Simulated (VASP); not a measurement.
Write the native input for VASP 6.6.1 that does the following.

- Task: single point
- Functional: LDA
- Potentials or basis: VASP PAW LDA potentials, release 64 (Cs_sv, Pb_d, Cl)
- Cutoff: 520 eV
- k mesh: 4 × 4 × 4
- Occupations: gaussian, width 0.01 eV
- Spin: no spin polarisation
- Dipole correction: no
- Further INCAR settings: ALGO = Normal; EDIFF = 1e-06; NBANDS = 30

The structure of CsPbCl3 lies in POSCAR:

```
CsPbCl3
1.0
    4.0141224310      2.3175546661      3.2773182345
   -4.0141224310      2.3175546661      3.2773182345
    0.0000000000     -4.6351093322      3.2773182345
Cs Pb Cl
1 1 3
Direct
    0.5000000000      0.5000000000      0.5000000000
    0.0000000000      0.0000000000      0.0000000000
    0.5000000000      0.0000514515      0.9999485485
    0.0000514515      0.9999485485      0.5000000000
    0.9999485485      0.5000000000      0.0000514515
```

These files were run (other wordings do the same):

INCAR

```
SYSTEM = CsPbCl3
PREC = Accurate
ENCUT = 520
EDIFF = 1E-6
ISMEAR = 0
SIGMA = 0.01
LREAL = .False.
LASPH = .True.
NELM = 100
ALGO = Normal
ISIF = 2
LWAVE = .False.
LCHARG = .True.
LELF = .True.
LVHAR = .True.
NBANDS = 30
```

KPOINTS

```
regular mesh
0
Gamma
  4 4 4
  0 0 0
```

Potentials or basis: VASP PAW LDA potentials, release 64 (Cs_sv, Pb_d, Cl).

Command:

```sh
$ cat potpaw_LDA.64/Cs_sv/POTCAR potpaw_LDA.64/Pb_d/POTCAR potpaw_LDA.64/Cl/POTCAR > POTCAR
$ mpirun -np 1 vasp_std > vasp.out
```

It gave:

```yaml
Pressure: -2.0 GPa
Band_gap_on_the_k_mesh: 1.86 eV
```

Caveat: spin-orbit coupling is left out, which moves the levels of the heavy elements.

Run time: 79 s on 1 thread of Oxide Virtual Turin-like Processor, on a shared host, peak memory 0.21 GiB.
